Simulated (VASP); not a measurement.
Crystal: KI.

```
CELL_PARAMETERS angstrom
0.00000 3.96589 3.96589
3.96589 0.00000 3.96589
3.96589 3.96589 0.00000
ATOMIC_POSITIONS crystal
K 0.00000 0.00000 0.00000
I 0.25000 0.25000 0.25000
```

Base run:

| Item | Value |
| --- | --- |
| Program | VASP 6.6.1 |
| Functional | PBE-based screened hybrid with 5 % exact exchange |
| Potentials or basis | VASP PAW PBE potentials, release 64 (K_sv, I) |
| Cutoff | 520 eV |
| k mesh | 4 × 4 × 4 |
| Occupations | gaussian, width 0.01 eV |
| Spin | no spin polarisation |

Its results: band gap on the k mesh 4.08 eV; pressure 0.2 GPa.

**Question.** The run is repeated on the same cell with these changes: functional from PBE-based screened hybrid with 5 % exact exchange to PBEsol. What comes out?

**Answer.** Band gap on the k mesh 3.93 eV; pressure -0.2 GPa.

Caveats: the PAW data sets were made with another functional, which shifts forces and pressure a little; spin-orbit coupling is left out, which moves the levels of the heavy elements.

